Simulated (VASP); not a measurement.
# SnO2 (Pmn2_1) in VASP: single point with PBE

Aim: the single point of SnO2 with PBE.

Program: VASP 6.6.1. These are calculated values, not measurements. Logs are shortened: lines on timing, memory, paths and dates and some standing lists are left out, and cuts for length are marked.

### 1 The cell of the first run

It takes space group Pmn2_1 (No. 31, orthorhombic). The conventional cell has a = 3.238 Å, b = 4.828 Å, c = 4.828 Å, α = 90.00°, β = 90.00°, γ = 90.00°. Within 2.8 Å of Sn (site symmetry m) lie 6 O at 2.08 to 2.11 Å. O (site symmetry m) has 3 Sn at 2.08 to 2.11 Å and 1 O at 2.65 Å within 2.8 Å. O (site symmetry m) has 3 Sn at 2.09 to 2.10 Å and 1 O at 2.65 Å within 2.8 Å.

### 2 Single point, PBE (atoms displaced along several vibrational modes)

The input, INCAR:

```
SYSTEM = SnO2
PREC     = Accurate       ! precision mode
ENCUT    = 520            ! plane-wave cutoff, eV
EDIFF    = 1E-6           ! SCF threshold, eV
ISMEAR   = 0              ! smearing method
SIGMA    = 0.05           ! smearing width, eV
LREAL    = .False.        ! projectors in reciprocal space
LASPH    = .True.         ! aspherical terms in the spheres
NELM     = 60             ! most SCF steps
ALGO     = Normal         ! electronic algorithm
ISIF     = 2              ! what is computed and relaxed
LWAVE    = .False.        ! write WAVECAR
LCHARG   = .False.        ! write CHGCAR
GGA      = PE             ! functional
NBANDS   = 35             ! bands
```

The input, KPOINTS:

```
Automatic mesh
0
Gamma
  6 6 8
  0 0 0
```

The input, POSCAR:

```
SnO2
1.0
    4.8277932898      0.0000000000      0.0000000000
    0.0000000000      4.8278069739      0.0000000000
    0.0000000000      0.0000000000      3.2379014683
Sn O
2 4
Direct
    0.4980296051      0.4974609832      0.5000000000
    0.0019737014     -0.0025415860      0.0000000000
    0.2863971818      0.3283621050      0.0000000000
    0.8021276678      0.1904865215      0.5000000000
    0.2135905516      0.8283518755      0.5000000000
    0.6978600656      0.6904967511      0.0000000000
```

Potentials or basis: VASP PAW PBE potentials, release 64 (Sn_d, O).

Run with:

```console
> cat potpaw_PBE.64/Sn_d/POTCAR potpaw_PBE.64/O/POTCAR > POTCAR
> mpirun -np 1 vasp_std > vasp.out
```

OUTCAR:

```text
SYSTEM = SnO2
   PREC = Accurate
   ENCUT = 520
   EDIFF = 1E-6
   ISMEAR = 0
   LREAL = .False.
   LASPH = .True.
   NELM = 60
   ISIF = 2
   GGA = PE

 ion  position               nearest neighbor table
   1  0.498  0.497  0.500-   3 2.08   3 2.08   4 2.09   6 2.10   6 2.10   5 2.11
   2  0.002  0.997  0.000-   5 2.08   5 2.08   6 2.09   4 2.10   4 2.10   3 2.11
   3  0.286  0.328  0.000-   1 2.08   1 2.08   2 2.11
   4  0.802  0.190  0.500-   1 2.09   2 2.10   2 2.10
   5  0.214  0.828  0.500-   2 2.08   2 2.08   1 2.11
   6  0.698  0.690  0.000-   2 2.09   1 2.10   1 2.10

  LATTYP: Found a simple tetragonal cell.
 ALAT       =     4.8277932898
 C/A-ratio  =     0.6706793920

  Lattice vectors:

 A1 = (   4.8277932898,   0.0000000000,   0.0000000000)
 A2 = (   0.0000000000,   4.8278069739,   0.0000000000)
 A3 = (   0.0000000000,   0.0000000000,   3.2379014683)

Analysis of symmetry for initial positions (statically):
=====================================================================
 Subroutine PRICEL returns:
 Original cell was already a primitive cell.

 Routine SETGRP: Setting up the symmetry group for a
 simple tetragonal supercell.

 Subroutine GETGRP returns: Found  2 space group operations
 (whereof  2 operations were pure point group operations)
 out of a pool of 16 trial point group operations.

The static configuration has the point symmetry C_1h.

Analysis of symmetry for dynamics (positions and initial velocities):
=====================================================================
 Subroutine PRICEL returns:
 Original cell was already a primitive cell.

 Routine SETGRP: Setting up the symmetry group for a
 simple tetragonal supercell.

 Subroutine GETGRP returns: Found  2 space group operations
 (whereof  2 operations were pure point group operations)
 out of a pool of 16 trial point group operations.

The dynamic configuration has the point symmetry C_1h.

 Subroutine INISYM returns: Found  2 space group operations
 (whereof  2 operations are pure point group operations),
 and found     1 'primitive' translations

----------------------------------------------------------------------------------------

                                     Primitive cell

  volume of cell :      75.4679

  direct lattice vectors                    reciprocal lattice vectors
     4.827793290  0.000000000  0.000000000     0.207133972  0.000000000  0.000000000
     0.000000000  4.827806974  0.000000000     0.000000000  0.207133385  0.000000000
     0.000000000  0.000000000  3.237901468     0.000000000  0.000000000  0.308842011

  length of vectors
     4.827793290  4.827806974  3.237901468     0.207133972  0.207133385  0.308842011

  position of ions in fractional coordinates (direct lattice)
     0.498029605  0.497460983  0.500000000
     0.001973701  0.997458414  0.000000000
     0.286397182  0.328362105  0.000000000
     0.802127668  0.190486521  0.500000000
     0.213590552  0.828351875  0.500000000
     0.697860066  0.690496751  0.000000000

  ion indices of the primitive-cell ions
   primitive index   ion index
                 1           1
                 2           2
                 3           3
                 4           4
                 5           5
                 6           6

----------------------------------------------------------------------------------------

 KPOINTS: Automatic mesh

Automatic generation of k-mesh.
 Grid dimensions read from file:
 generate k-points for:    6    6    8

 Generating k-lattice:

  Cartesian coordinates                     Fractional coordinates (reciprocal lattice)
     0.034522329  0.000000000  0.000000000     0.166666667  0.000000000  0.000000000
     0.000000000  0.034522231  0.000000000     0.000000000  0.166666667  0.000000000
     0.000000000  0.000000000  0.038605251     0.000000000  0.000000000  0.125000000

  Length of vectors
     0.034522329  0.034522231  0.038605251

  Shift w.r.t. Gamma in fractional coordinates (k-lattice)
     0.000000000  0.000000000  0.000000000

 Subroutine IBZKPT returns following result:
 ===========================================

 Found    100 irreducible k-points:

 Following reciprocal coordinates:
            Coordinates               Weight
  0.000000  0.000000  0.000000      1.000000
  0.166667  0.000000  0.000000      2.000000
  0.000000  0.166667  0.000000      2.000000
  0.333333  0.000000  0.000000      2.000000
  0.000000  0.333333  0.000000      2.000000
  0.500000  0.000000  0.000000      1.000000
[... 16 lines left out ...]
  0.000000  0.166667  0.125000      4.000000
  0.333333  0.000000  0.125000      4.000000
 [... further k-points ...]
   k-points           NKPTS =    100   k-points in BZ     NKDIM =    100   number of bands    NBANDS=     35
   number of dos      NEDOS =    301   number of ions     NIONS =      6
   total plane-waves  NPLWV =  31104
   dimension x,y,z NGX =    36 NGY =   36 NGZ =   24
   dimension x,y,z NGXF=    72 NGYF=   72 NGZF=   48
   ions per type =               2   4
   NGX,Y,Z   is equivalent  to a cutoff of  12.40, 12.40, 12.32 a.u.
   NGXF,Y,Z  is equivalent  to a cutoff of  24.79, 24.79, 24.64 a.u.
 SYSTEM =  SnO2
   PREC   = accura    normal or accurate (medium, high low for compatibility)
   ISTART =      0    job   : 0-new  1-cont  2-samecut
   ICHARG =      2    charge: 1-file 2-atom 10-const
   ISPIN  =      1    spin polarized calculation?
   LNONCOLLINEAR =      F non collinear calculations
   LSORBIT =      F    spin-orbit coupling
   LASPH  =      T    aspherical Exc in radial PAW
   ENCUT  =  520.0 eV  38.22 Ry    6.18 a.u.   8.98  8.98  6.02*2*pi/ulx,y,z
   NELM   =     60;   NELMIN=  2; NELMDL= -5     # of ELM steps
   EDIFF  = 0.1E-05   stopping-criterion for ELM
   LREAL  =      F    real-space projection
   EDIFFG = 0.1E-04   stopping-criterion for IOM
   NSW    =      0    number of steps for IOM
   IBRION =     -1    ionic relax: 0-MD 1-quasi-New 2-CG
   NFREE  =      0    steps in history (QN), initial steepest desc. (CG)
   ISIF   =      2    stress and relaxation
   ISYM   =      2    0-nonsym 1-usesym 2-fastsym
   POTIM  = 0.5000    time-step for ionic-motion
   TEBEG  =    0.0;   TEEND  =   0.0 temperature during run
   PSTRESS=    0.0 pullay stress
   NELECT =      52.0000    total number of electrons
   NUPDOWN=      -1.0000    fix difference up-down
   EMIN   =  10.00;   EMAX   =-10.00  energy-range for DOS
   EFERMI =   0.00;   METHOD = LEGACY
   ISMEAR =     0;   SIGMA  =   0.05  broadening in eV -4-tet -1-fermi 0-gaus
   EFERMI_NEDOS =   21; number of points for ismear=-14 and -15
   IALGO  =     38    algorithm
   IMIX   =      4    mixing-type and parameters
     AMIX     =   0.40;   BMIX     =  1.00
     AMIX_MAG =   1.60;   BMIX_MAG =  1.00
  volume/ion in A,a.u.               =      12.58        84.88
  Fermi-wavevector in a.u.,A,eV,Ry     =   1.445956  2.732461 28.446926  2.090790
  Thomas-Fermi vector in A             =   2.564080
   LORBIT       =      0    0 simple, 1 ext, 2 COOP (PROOUT), +10 PAW based schemes
   GGA     = PE    functional components
   LHFCALC =     F    Hartree Fock is set to
   AEXX    =    0.0000 exact exchange contribution
   IVDW    =     0    specifies the selected vdW correction
   LEPSILON=     F    determine dielectric tensor
   LRPA    =     F    only Hartree local field effects (RPA)
 non-spin polarized calculation
 Gauss-broadening in eV      SIGMA  =   0.05
  energy-cutoff  :      520.00
  volume of cell :       75.47
 maximum number of plane-waves:      2068
   NGX = 17   NGY = 17   NGZ = 13

 number of electron      52.0000017 magnetization

 Free energy of the ion-electron system (eV)
  ---------------------------------------------------
  ext. energy  EPLUGINS =         0.00000000
  ---------------------------------------------------
  free energy    TOTEN  =       -37.27797601 eV

  energy without entropy =      -37.27797601  energy(sigma->0) =      -37.27797601

 E-fermi :   5.7585     XC(G=0): -10.9808

 val. band max:        5.4758027610   @ k =   0.0000   0.0000   0.0000
 cond. band min:       6.2274910792   @ k =   0.0000   0.0000   0.0000
 fundamental gap:      0.7516883182
 Fermi energy:         5.7585381022

 k-point     1 :       0.0000    0.0000    0.0000
  band No.  band energies     occupation
      1     -15.4933      2.00000
      2     -14.8404      2.00000
      3     -14.6501      2.00000
      4     -14.6222      2.00000
      5     -14.6190      2.00000
      6     -14.5549      2.00000
[... 27 lines left out ...]
     34      17.0064      0.00000
     35      17.7695      0.00000

 k-point     2 :       0.1667    0.0000    0.0000
  band No.  band energies     occupation
      1     -15.4563      2.00000
      2     -14.8815      2.00000
      3     -14.6491      2.00000
      4     -14.6207      2.00000
      5     -14.6176      2.00000
      6     -14.5839      2.00000
[... 27 lines left out ...]
     34      17.2350      0.00000
     35      17.7837      0.00000

 k-point     3 :       0.0000    0.1667    0.0000
  band No.  band energies     occupation
      1     -15.4566      2.00000
      2     -14.8817      2.00000
      3     -14.6493      2.00000
      4     -14.6205      2.00000
      5     -14.6178      2.00000
      6     -14.5834      2.00000
[... 27 lines left out ...]
     34      17.0256      0.00000
     35      17.7241      0.00000
[... 723 lines left out ...]
 k-point    23 :       0.0000    0.1667    0.1250
  band No.  band energies     occupation
      1     -15.3968      2.00000
      2     -14.8500      2.00000
      3     -14.7406      2.00000
      4     -14.7225      2.00000
      5     -14.6206      2.00000
      6     -14.5648      2.00000
[... 27 lines left out ...]
     34      17.1434      0.00000
     35      17.5184      0.00000

 k-point    24 :       0.3333    0.0000    0.1250
  band No.  band energies     occupation
      1     -15.3029      2.00000
      2     -14.9951      2.00000
      3     -14.7433      2.00000
      4     -14.7155      2.00000
      5     -14.6077      2.00000
      6     -14.5742      2.00000
[... 27 lines left out ...]
     34      17.7310      0.00000
     35      17.8748      0.00000

 [... further k-points ...]

------------------------ aborting loop because EDIFF is reached ----------------------------------------

  FORCE on cell =-STRESS in cart. coord.  units (eV):
  Direction    XX          YY          ZZ          XY          YZ          ZX
  --------------------------------------------------------------------------------------
  -------------------------------------------------------------------------------------
  Total       -0.1176522      0.2248195      0.2627456     -0.0001942      0.0000000      0.0000000
  in kB       -2.4977475      4.7729004      5.5780695     -0.0041233      0.0000000      0.0000000
  external PRESSURE =       2.6177408 kB  Pullay stress =       0.0000000 kB

 VOLUME and BASIS-vectors are now :
 -----------------------------------------------------------------------------
  energy-cutoff  :      520.00
  volume of cell :       75.47
      direct lattice vectors                 reciprocal lattice vectors
     4.827793290  0.000000000  0.000000000     0.207133972  0.000000000  0.000000000
     0.000000000  4.827806974  0.000000000     0.000000000  0.207133385  0.000000000
     0.000000000  0.000000000  3.237901468     0.000000000  0.000000000  0.308842011

 POSITION                                       TOTAL-FORCE (eV/Angst)
 -----------------------------------------------------------------------------------
      2.40438      2.40165      1.61895         0.154405      0.252387      0.000000
      0.00953      4.81554      0.00000        -0.154753      0.252732      0.000000
      1.38267      1.58527      0.00000         0.130587     -0.169511      0.000000
      3.87251      0.91963      1.61895        -0.056417     -0.083051      0.000000
      1.03117      3.99912      1.61895        -0.130423     -0.169352      0.000000
      3.36912      3.33359      0.00000         0.056601     -0.083205      0.000000
 -----------------------------------------------------------------------------------
    total drift:                               -0.000061     -0.000042     -0.000010

  FREE ENERGIE OF THE ION-ELECTRON SYSTEM (eV)
  ---------------------------------------------------
  free  energy   TOTEN  =       -37.2779760082 eV

  energy  without entropy=      -37.2779760082  energy(sigma->0) =      -37.27797601
```

It took 93 s on 1 thread of Intel Xeon 6975P-C (Granite Rapids), shared host; peak memory 0.32 GiB.

Results:

```
Free energy            : -37.2780 eV
Pressure               : 0.3 GPa
Largest force          : 0.296 eV/Å
Band gap on the k mesh : 0.75 eV
```

Forces in eV/Å, atoms in the order of the input:
```
Sn   0.154  0.252  0.000
Sn  -0.155  0.253  0.000
O    0.131 -0.170  0.000
O   -0.056 -0.083  0.000
O   -0.130 -0.169  0.000
O    0.057 -0.083  0.000
```

Caveat: the cell differs from its parent crystal (atoms displaced along several vibrational modes); semilocal functionals underestimate gaps, and a narrow one can read as zero; spin-orbit coupling is left out, which moves the levels of the heavy elements.
